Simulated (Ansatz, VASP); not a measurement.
One calculation of FeO, two programs

Contents of INCAR:

```
SYSTEM = FeO
ALGO = Normal
EDIFF = 1E-6
ENCUT = 520
GGA = PS
ISIF = 2
ISMEAR = -1
ISPIN = 2
LASPH = .True.
LCHARG = .False.
LMAXMIX = 4
LORBIT = 11
LREAL = .False.
LWAVE = .False.
MAGMOM = 3 3 0 0
NBANDS = 26
NELM = 150
PREC = Accurate
SIGMA = 0.05
```

Contents of KPOINTS:

```
k-points
0
Gamma
  10 10 5
  0 0 0
```

POSCAR

```
FeO
1.0
    2.6461094209     -1.5038270690      0.0000000000
    2.6461094209      1.5038270690      0.0000000000
   -0.2311442469      0.0000000000      5.1982314995
Fe O
2 2
Direct
    0.0000000000      0.0000000000      0.5000000000
    0.0000000000      0.0000000000      0.0000000000
    0.3354670000      0.3354670000      0.7442990000
    0.6645330000      0.6645330000      0.2557010000
```

input.yaml

```yaml
crystal:
  lattice:
    - [2.6461094209, -1.503827069, 0.0]
    - [2.6461094209, 1.503827069, 0.0]
    - [-0.2311442469, 0.0, 5.1982314995]
  atoms:
    - { symbol: Fe, position: [0.0, 0.0, 0.5], spin: 3.0 }
    - { symbol: Fe, position: [0.0, 0.0, 0.0], spin: 3.0 }
    - { symbol: O, position: [0.335467, 0.335467, 0.744299] }
    - { symbol: O, position: [0.664533, 0.664533, 0.255701] }
kpoints:
  mp_grid: { grid: [10, 10, 5] }
scf:
  occupations: { method: fermi_dirac, width: 0.05 }
hamiltonian:
  xc: pbesol
  pseudopotentials: { kind: all_electron, lapw: { basis_error: 0.001 } }
magnetization:
  spin_polarized: true
output:
  forces: true
  stress: true
  eigenvalues: true
```

Change from the starting cell: volume scaled by 0.96.

Alike in both runs: task single point; functional PBEsol; k mesh 10 × 10 × 5; occupations fermi-dirac, width 0.05 eV; collinear spin.

|  | VASP | Ansatz |
| --- | --- | --- |
| version | VASP 6.6.1 | Ansatz 0.2.0 |
| potentials or method | VASP PAW PBE potentials, release 64 (Fe, O), cutoff 520 eV | all-electron LAPW, scalar-relativistic |

```csv
,VASP,Ansatz,Ansatz less VASP
gap on the k mesh at the Fermi level (eV),none,none,-
pressure (GPa),-11.4,-16.1,-4.72
"traceless stress, the component that is largest in VASP (GPa)",3.91,6.49,+2.575
rms of the force components (eV/Å),0.086,0.087,+0.0009
net moment per atom (μB),2.00,0.01,-1.987
size of the moment on the site where the two differ most (μB),0.33,0.01,-0.318
```

The net moments are unlike, so the other rows may belong to different states. VASP's potentials were made for PBE, not for PBEsol. Site moments also hang on the region over which each program counts them. Atom by atom the forces differ by 0.003 eV/Å (rms over components). A gap of «none» marks a metal or a gap that the smearing closes. Ansatz ran all-electron here, and VASP with PAW potentials.
